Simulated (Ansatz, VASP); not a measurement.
**One calculation of RbCaBr3, two programs**

INCAR

```
PREC = Accurate
ENCUT = 520
EDIFF = 1E-7
ISMEAR = 0
SIGMA = 0.05
LREAL = F
LASPH = T
NELM = 100
ALGO = Normal
ISIF = 2
LWAVE = F
LCHARG = T
GGA = CA
LELF = T
LVHAR = T
NBANDS = 28
```

File KPOINTS:

```
regular mesh
0
Gamma
  4 4 4
```

Contents of POSCAR:

```
RbCaBr3
1.0
    5.7366900000      0.0071708625      0.0000000000
    0.0071708625      5.7366900000      0.0000000000
    0.0000000000      0.0000000000      5.7366900000
Rb Ca Br
1 1 3
Direct
    0.5000000000      0.5000000000      0.5000000000
    0.0000000000      0.0000000000      0.0000000000
    0.5000000000      0.0000000000      0.0000000000
    0.0000000000      0.5000000000      0.0000000000
    0.0000000000      0.0000000000      0.5000000000
```

Input for Ansatz:

```yaml
crystal:
  lattice:
    - [5.73669, 0.0071708625, 0.0]
    - [0.0071708625, 5.73669, 0.0]
    - [0.0, 0.0, 5.73669]
  atoms:
    - { symbol: Rb, position: [0.5, 0.5, 0.5] }
    - { symbol: Ca, position: [0.0, 0.0, 0.0] }
    - { symbol: Br, position: [0.5, 0.0, 0.0] }
    - { symbol: Br, position: [0.0, 0.5, 0.0] }
    - { symbol: Br, position: [0.0, 0.0, 0.5] }
basis:
  ecutwfc: 420
kpoints:
  mp_grid: { grid: [4, 4, 4] }
hamiltonian:
  xc: lda
scf:
  occupations: { method: gaussian, width: 0.05 }
output:
  forces: true
  stress: true
  eigenvalues: true
```

Change from the starting cell: strain +0.0025 x Voigt [0, 0, 0, 0, 0, 1], atoms carried along.

Alike in both runs: task single point; functional LDA; k mesh 4 × 4 × 4; occupations gaussian, width 0.05 eV; no spin polarisation.

|  | VASP | Ansatz |
| --- | --- | --- |
| version | VASP 6.6.1 | Ansatz 0.2.0 |
| potentials or method | VASP PAW LDA potentials, release 64 (Rb_sv, Ca_sv, Br), cutoff 520 eV | scalar-relativistic, plane waves, PAW |
| valence electrons in the cell | 40 | 40 |

```tsv
	VASP	Ansatz	Ansatz less VASP
gap on the k mesh at the Fermi level (eV)	3.69	3.67	-0.011
least direct gap on the mesh (eV)	3.98	3.97	-0.010
pressure (GPa)	-2.4	-2.4	-0.07
```

LDA's correlation is that of Perdew and Zunger in VASP and of Perdew and Wang (1992) in Ansatz.
